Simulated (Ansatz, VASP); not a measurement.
**Two plane-wave programs on CeO2**

File INCAR:

```
  PREC = Accurate
  ENCUT = 520
  EDIFF = 1E-6
  ISMEAR = 0
  SIGMA = 0.05
  LREAL = F
  LASPH = T
  NELM = 80
  ALGO = Normal
  ISIF = 2
  LWAVE = F
  LCHARG = F
  GGA = PE
  NBANDS = 19
```

The input KPOINTS:

```
Automatic mesh
0
Gamma
  8 8 8
```

Contents of POSCAR:

```
CeO2
1.0
    0.0000000000      2.7048609279      2.7048609279
    2.7048609279      0.0000000000      2.7048609279
    2.7048609279      2.7048609279      0.0000000000
Ce O
1 2
Direct
    0.0000000000      0.0000000000      0.0000000000
    0.2500000000      0.2500000000      0.2500000000
    0.7500000000      0.7500000000      0.7500000000
```

Input for Ansatz:

```yaml
crystal:
  lattice:
    - [0.0, 2.7048609279, 2.7048609279]
    - [2.7048609279, 0.0, 2.7048609279]
    - [2.7048609279, 2.7048609279, 0.0]
  atoms:
    - { symbol: Ce, position: [0.0, 0.0, 0.0] }
    - { symbol: O, position: [0.25, 0.25, 0.25] }
    - { symbol: O, position: [0.75, 0.75, 0.75] }
basis:
  ecutwfc: 420
  ecutrho_ratio: 4
kpoints:
  mp_grid: { grid: [8, 8, 8] }
hamiltonian:
  xc: pbe
scf:
  occupations: { method: gaussian, width: 0.05 }
output:
  forces: true
  stress: true
  eigenvalues: true
```

Alike in both runs: task single point; functional PBE; k mesh 8 × 8 × 8; occupations gaussian, width 0.05 eV; no spin polarisation.

|  | VASP | Ansatz |
| --- | --- | --- |
| version | VASP 6.6.1 | Ansatz 0.2.0 |
| potentials or method | VASP PAW PBE potentials, release 64 (Ce, O), cutoff 520 eV | scalar-relativistic, plane waves, PAW |
| valence electrons in the cell | 24 | 24 |

```tsv
	VASP	Ansatz	Ansatz less VASP
gap on the k mesh at the Fermi level (eV)	1.95	1.99	+0.035
least direct gap on the mesh (eV)	2.06	2.10	+0.036
pressure (GPa)	5.6	5.6	+0.03
```

Neither program's run includes spin-orbit coupling.
